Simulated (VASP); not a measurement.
# Cl (Cmce) in VASP: notebook, part 2 of 2

VASP 6.6.1. The steps go on from the part before.

### 4 Relaxation of cell and atoms, BLYP

This run uses another cell than the first one, of 29.05 Å³/atom.

File INCAR:

```
  PREC = Accurate
  ENCUT = 600
  EDIFF = 1E-6
  ISMEAR = -1
  SIGMA = 0.05
  LREAL = False
  LASPH = True
  NELM = 80
  ALGO = Normal
  ISIF = 3
  LWAVE = False
  LCHARG = False
  GGA = B5
  ALDAX = 1.0
  AGGAX = 1.0
  AGGAC = 1.0
  ALDAC = 0.0
  IBRION = 2
  NSW = 60
  EDIFFG = -0.01
```

File KPOINTS:

```
Automatic mesh
0
Gamma
  7 7 4
```

File POSCAR:

```
Cl
1.0
    3.1450000000     -2.2500000000      0.0000000000
    3.1450000000      2.2500000000      0.0000000000
    0.0000000000      0.0000000000      8.2100000000
Cl
4
Direct
    0.3700000000      0.6300000000      0.4000000000
    0.1300000000      0.8700000000      0.9000000000
    0.6300000000      0.3700000000      0.6000000000
    0.8700000000      0.1300000000      0.1000000000
```

Potentials or basis: VASP PAW PBE potentials, release 64 (Cl).

Run with:

```sh
$ cat potpaw_PBE.64/Cl/POTCAR > POTCAR
$ mpirun -np 1 vasp_std > vasp.out
```

OUTCAR:

```text
PREC = Accurate
   ENCUT = 600
   EDIFF = 1E-6
   ISMEAR = -1
   LREAL = False
   LASPH = True
   NELM = 80
   ISIF = 3
   GGA = B5
   IBRION = 2
   NSW = 60
   EDIFFG = -0.01

 ion  position               nearest neighbor table
   1  0.370  0.630  0.400-   3 2.02
   2  0.130  0.870  0.900-   4 2.02
   3  0.630  0.370  0.600-   1 2.02
   4  0.870  0.130  0.100-   2 2.02

  LATTYP: Found a base centered orthorhombic cell.
 ALAT       =     4.5000000000
 B/A-ratio  =     1.3977777778
 C/A-ratio  =     1.8244444444

  Lattice vectors:

 A1 = (  -3.1450000000,  -2.2500000000,   0.0000000000)
 A2 = (   3.1450000000,  -2.2500000000,   0.0000000000)
 A3 = (   0.0000000000,   0.0000000000,   8.2100000000)

Analysis of symmetry for initial positions (statically):
=====================================================================
[... 800 lines left out ...]

 [... further k-points ...]

[... ionic steps 4 to 21 ...]

--------------------------------------- Ionic step       22  -------------------------------------------

 number of electron      28.0000009 magnetization

------------------------ aborting loop because EDIFF is reached ----------------------------------------
[... 71 lines left out ...]
--------------------------------------- Ionic step       24  -------------------------------------------

 number of electron      28.0000009 magnetization

 Free energy of the ion-electron system (eV)
  ---------------------------------------------------
  ext. energy  EPLUGINS =         0.00000000
  ---------------------------------------------------
  free energy    TOTEN  =        -6.39944703 eV

  energy without entropy =       -6.39944703  energy(sigma->0) =       -6.39944703

 E-fermi :  -1.5065     XC(G=0):  -5.8637

 val. band max:       -2.6568480268   @ k =   0.0000   0.0000   0.0000
 cond. band min:      -0.3650333306   @ k =   0.0000   0.0000   0.0000
 fundamental gap:      2.2918146962
 Fermi energy:        -1.5064676102

 k-point     1 :       0.0000    0.0000    0.0000
  band No.  band energies     occupation
      1     -18.7633      2.00000
      2     -18.6072      2.00000
      3     -15.1101      2.00000
      4     -14.6895      2.00000
      5      -7.6667      2.00000
      6      -6.9508      2.00000
[... 526 lines left out ...]
  FREE ENERGIE OF THE ION-ELECTRON SYSTEM (eV)
  ---------------------------------------------------
  free  energy   TOTEN  =        -6.3994470251 eV

  energy  without entropy=       -6.3994470251  energy(sigma->0) =       -6.39944703

 reached required accuracy - stopping structural energy minimisation
```

OSZICAR:

```text
N       E                     dE             d eps       ncg     rms          rms(c)
DAV:   1     0.211377512906E+03    0.21138E+03   -0.13332E+04  1728   0.148E+03
DAV:   2     0.856201972037E+01   -0.20282E+03   -0.19886E+03  2562   0.244E+02
DAV:   3    -0.652034587074E+01   -0.15082E+02   -0.15048E+02  2058   0.810E+01
DAV:   4    -0.670987826161E+01   -0.18953E+00   -0.18941E+00  2170   0.106E+01
[... 236 lines left out ...]
DAV:   3    -0.639976720414E+01    0.47027E-02   -0.12671E-02  1754   0.593E-01    0.253E-01
DAV:   4    -0.639946654278E+01    0.30066E-03   -0.68356E-04  2180   0.171E-01    0.763E-02
DAV:   5    -0.639944621999E+01    0.20323E-04   -0.13287E-04  1860   0.747E-02    0.185E-02
DAV:   6    -0.639944651828E+01   -0.29828E-06   -0.12738E-05  2156   0.257E-02    0.940E-03
DAV:   7    -0.639944702513E+01   -0.50686E-06   -0.15422E-06  1004   0.100E-02
  24 F= -.63994470E+01 E0= -.63994470E+01  d E =-.383849E-04
```

Run time: 24 min. Hardware: 1 thread of Intel Xeon Platinum 8259CL at 2.50GHz (Skylake/Cascade Lake), shared host; peak memory 0.3 GiB.

What came out:

```yaml
Free_energy: -6.3994 eV
Relaxed_volume: 42.86 Å³/atom
Relaxed_cell: a = 4.941 Å, b = 4.941 Å, c = 8.566 Å, α = 90.00°, β = 90.00°, γ = 55.08°
Space_group_after_relaxing_to_0.1_Å: Cmce (No. 64)
Energy_gained_by_relaxing: 44.0 meV/atom
Ionic_steps: 24
Pressure_after_relaxing: 0.0 GPa
Largest_force_after_relaxing: 0.006 eV/Å
Band_gap_on_the_k_mesh: 2.29 eV
```

Forces on the atoms (eV/Å):
```
Cl   0.000  0.006 -0.001
Cl   0.000 -0.006 -0.001
Cl   0.000 -0.006  0.001
Cl   0.000  0.006  0.001
```

Step by step:
| step | energy change (eV) | largest force (eV/Å) | pressure (GPa) | volume (Å³) |
| --- | --- | --- | --- | --- |
| 1 | 0.0000 | 0.3672 | 1.97 | 116.19 |
| 2 | -0.0192 | 0.6140 | -0.32 | 122.31 |
| 3 | -0.0300 | 0.2896 | 0.47 | 119.92 |
| 4 | -0.0618 | 0.2363 | 0.37 | 123.54 |
| 5 | -0.1230 | 0.0756 | 0.24 | 134.72 |
| 6 | -0.1523 | 0.3405 | 0.45 | 158.51 |
| 7 | -0.1511 | 0.3414 | -0.55 | 168.56 |
| 8 | -0.1601 | 0.0220 | -0.05 | 163.24 |
| 9 | -0.1601 | 0.0234 | -0.07 | 163.33 |
| 10 | -0.1607 | 0.0219 | -0.07 | 163.83 |
| 11 | -0.1624 | 0.0189 | -0.07 | 165.32 |
| 12 | -0.1654 | 0.0168 | -0.06 | 168.28 |
| 13 | -0.1699 | 0.0097 | -0.05 | 174.09 |
| 14 | -0.1700 | 0.0467 | -0.11 | 185.35 |
| 15 | -0.1719 | 0.0052 | -0.05 | 178.19 |
| 16 | -0.1722 | 0.0159 | -0.06 | 180.72 |
| 17 | -0.1655 | 0.3586 | 0.44 | 177.21 |
| 18 | -0.1724 | 0.0367 | 0.00 | 180.22 |
| 19 | -0.1733 | 0.0283 | -0.01 | 179.08 |
| 20 | -0.1752 | 0.0071 | -0.02 | 175.67 |
| 21 | -0.1756 | 0.0397 | -0.03 | 168.85 |
| 22 | -0.1761 | 0.0200 | -0.03 | 171.76 |
| 23 | -0.1742 | 0.1594 | 0.25 | 169.37 |
| 24 | -0.1762 | 0.0059 | 0.00 | 171.45 |

Final structure:
```
Cl
1.0
     4.38105   -2.28439    0.00000
     4.38105    2.28439    0.00000
     0.00000    0.00000    8.56571
Cl
4
Direct
  0.39389 0.60611 0.39503
  0.10611 0.89389 0.89503
  0.60611 0.39389 0.60497
  0.89389 0.10611 0.10497
```

Levels at points of the mesh, in eV from the valence-band top:
| k point | band 12 | band 13 | band 14 | band 15 | band 16 | band 17 |
| --- | --- | --- | --- | --- | --- | --- |
| (0.00, 0.00, 0.00) | -0.31 | -0.11 | 0.00 | 2.29 | 2.93 | 6.04 |
| (0.00, 0.00, 0.50) | -0.43 | -0.15 | -0.15 | 2.56 | 2.56 | 6.59 |

Caveat: the volume moved by over 15 % at a fixed basis, so the end points are rough; this functional lacks dispersion, which holds the molecules together, so the pressure and a relaxed volume are unreliable; the PAW data sets were made with another functional, which shifts forces and pressure a little; an odd mesh through Γ misses points on the zone boundary, where band edges can lie.

### 5 Single point, PBE

This run uses another cell than the first one, of 29.05 Å³/atom.

File INCAR:

```
SYSTEM = Cl
ALGO = Normal
EDIFF = 1E-6
ENCUT = 520
GGA = PE
ISIF = 2
ISMEAR = -1
LASPH = .TRUE.
LCHARG = .TRUE.
LELF = .TRUE.
LREAL = .FALSE.
LVHAR = .TRUE.
LWAVE = .FALSE.
NBANDS = 22
NELM = 80
PREC = Accurate
SIGMA = 0.05
```

File KPOINTS:

```
k-points
0
G
  4 4 2
  0 0 0
```

POSCAR is that of step 4.

Run with:

```sh
$ cat potpaw_PBE.64/Cl/POTCAR > POTCAR
$ mpirun -np 1 vasp_std > vasp.out
```

It took 29 s on 1 thread of Intel Xeon Platinum 8259CL at 2.50GHz (Skylake/Cascade Lake), shared host; peak memory 0.22 GiB.

It converged, with:

```
Free energy            : -7.3136 eV
Pressure               : 0.3 GPa
Largest force          : 0.176 eV/Å
Band gap on the k mesh : 2.54 eV (least direct gap 2.59 eV)
```

Forces in eV/Å, atoms in the order of the input:
```
Cl   0.000 -0.160  0.072
Cl   0.000  0.160  0.072
Cl   0.000  0.160 -0.072
Cl   0.000 -0.160 -0.072
```

Stress tensor (GPa, compression positive):
```
 1.19  0.00  0.00
 0.00  0.08  0.00
 0.00  0.00 -0.43
```

Levels at points of the mesh, in eV from the valence-band top:
```
           k point  band 11  band 12  band 13  band 14  band 15  band 16  band 17  band 18
(0.00, 0.00, 0.00)    -0.70    -0.40    -0.15    -0.06     2.54     3.10     6.94     7.60
(0.50, 0.00, 0.00)    -0.50    -0.50    -0.15    -0.15     2.92     2.92     8.39     8.39
(0.50, 0.50, 0.00)    -0.96    -0.89    -0.36     0.00     2.62     2.80     8.69     8.79
(0.00, 0.00, 0.50)    -0.64    -0.64    -0.10    -0.10     2.74     2.74     7.51     7.51
(0.50, 0.00, 0.50)    -0.43    -0.43     0.00     0.00     2.82     2.82     8.60     8.60
(0.50, 0.50, 0.50)    -0.70    -0.70    -0.46    -0.46     2.64     2.64     9.03     9.03
```

Caveat: the k points lie up to 0.43 Å⁻¹ apart; this functional lacks dispersion, which holds the molecules together, so the pressure and a relaxed volume are unreliable.

### 6 Overview

| task | level | cell | k mesh | cutoff (eV) | gap on the mesh (eV) | pressure (GPa) | largest force (eV/Å) |
| --- | --- | --- | --- | --- | --- | --- | --- |
| single point | PBEsol | a = 3.867, b = 3.867, c = 7.882 Å, angles 90.0, 90.0, 71.2°, 4 atoms | 7 × 7 × 4 | 520 | 2.78 | 1.0 | 0.71 |
| single point | PBEsol | a = 3.867, b = 3.867, c = 8.046 Å, angles 90.0, 90.0, 71.2°, 4 atoms | 7 × 7 × 4 | 520 | 2.62 | -0.2 | 0.20 |
| relaxation of cell and atoms | BLYP | relaxed from a = 3.867, b = 3.867, c = 8.210 Å, angles 90.0, 90.0, 71.2°, 4 atoms | 7 × 7 × 4 | 600 | 2.29 | 0.0 | 0.01 |
| single point | PBE | a = 3.867, b = 3.867, c = 8.210 Å, angles 90.0, 90.0, 71.2°, 4 atoms | 4 × 4 × 2 | 520 | 2.54 | 0.3 | 0.18 |

Alike in all rows: potentials or basis VASP PAW PBE potentials, release 64 (Cl); no spin polarisation; smearing fermi-dirac 0.05 eV.

Caveats: some runs use coarse meshes; this functional lacks dispersion, which holds the molecules together, so the pressure and a relaxed volume are unreliable; the PAW data sets were made with another functional, which shifts forces and pressure a little (at least some runs); an odd mesh through Γ misses points on the zone boundary, where band edges can lie (at least some runs); the volume moved by over 15 % at a fixed basis, so the end points are rough (at least some runs).

Total energies depend on the potentials used, so only differences within one code and one set of settings carry meaning.
